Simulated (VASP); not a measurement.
Wanted: the native input for a VASP 6.6.1 run.

* Task: electric field gradients
* Functional: PBE
* Potentials or basis: VASP PAW PBE potentials, release 64 (Na_pv, F)
* Cutoff: 520 eV
* k mesh: 10 × 10 × 10
* Occupations: fermi-dirac, width 0.02 eV
* Spin: no spin polarisation
* Dipole correction: no
* Further INCAR settings: ALGO = Normal; EDIFF = 1e-08; NBANDS = 14

The structure of NaF lies in POSCAR:

```
NaF
1.0
    0.0000000000      2.2762758583      2.2762758583
    2.2762758583      0.0000000000      2.2762758583
    2.2762758583      2.2762758583      0.0000000000
Na F
1 1
Direct
    0.0000000000      0.0000000000      0.0000000000
    0.5000000000      0.5000000000      0.5000000000
```

This cell differs from its parent crystal: volume scaled by 0.9405.

The input as run:

INCAR

```
PREC = Accurate ; ENCUT = 520
EDIFF = 1E-8 ; ISMEAR = -1
SIGMA = 0.02 ; LREAL = F
LASPH = T ; NELM = 60
ALGO = Normal ; ISIF = 2
LWAVE = F ; LCHARG = F
GGA = PE ; LEFG = T
NBANDS = 14
```

KPOINTS

```
regular mesh
0
Gamma
  10 10 10
```

Potentials or basis: VASP PAW PBE potentials, release 64 (Na_pv, F).

The run is started by

```sh
$ cat potpaw_PBE.64/Na_pv/POTCAR potpaw_PBE.64/F/POTCAR > POTCAR
$ mpirun -np 1 vasp_std > vasp.out
```

Results of the run:

```yaml
Pressure: 5.3 GPa
Band_gap_on_the_k_mesh: 6.60 eV, direct
```

Caveat: without QUAD_EFG the Cq values of the log hold for a quadrupole moment of 1 mb, not for the nuclei.

Run time: 5.2 s on 1 thread of Intel(R) Xeon(R) 6975P-C (Granite Rapids) (shared host), peak memory 0.13 GiB.
